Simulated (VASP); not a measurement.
# W: single point with PBEsol

W:

```
W
1.0
    -1.56929    1.56929    1.56929
     1.56929   -1.56929    1.56929
     1.56929    1.56929   -1.56929
W
1
Direct
  0.00000 0.00000 0.00000
```

```yaml
Program: VASP 6.6.1
Task: single point
Functional: PBEsol
Potentials_or_basis: VASP PAW PBE potentials, release 64 (W_sv)
Cutoff: 520 eV
k_mesh: 12 × 12 × 12
Occupations: fermi-dirac, width 0.05 eV
Spin: no spin polarisation
Dipole_correction: no
Further_INCAR_settings: ALGO = Normal; EDIFF = 1e-06; NBANDS = 13
```

The pressure is 5.7 GPa. The band gap on the k mesh is zero (band 7 reaches 17.01 eV, above the bottom of band 8 at 10.37 eV).

Levels at points of the mesh, in eV from the Fermi level:
```tsv
k point	band 3	band 4	band 5	band 6	band 7	band 8	band 9	band 10	band 11	band 12
(0.00, 0.00, 0.00)	-37.57	-37.57	-9.73	-1.21	-1.21	-1.21	2.36	2.36	14.66	14.66
(0.50, 0.00, 0.00)	-38.02	-37.58	-6.39	-3.63	0.85	2.27	3.28	6.46	11.55	11.63
(0.50, 0.50, 0.50)	-38.55	-38.55	-6.00	-6.00	5.43	5.43	5.43	8.52	8.52	8.52
```

It took 4.5 s on 1 thread of Intel(R) Xeon(R) 6975P-C (Granite Rapids) (shared host), peak memory 0.13 GiB.

Caveat: the PAW data sets were made with another functional, which shifts forces and pressure a little; spin-orbit coupling is left out, which moves the levels of the heavy elements.
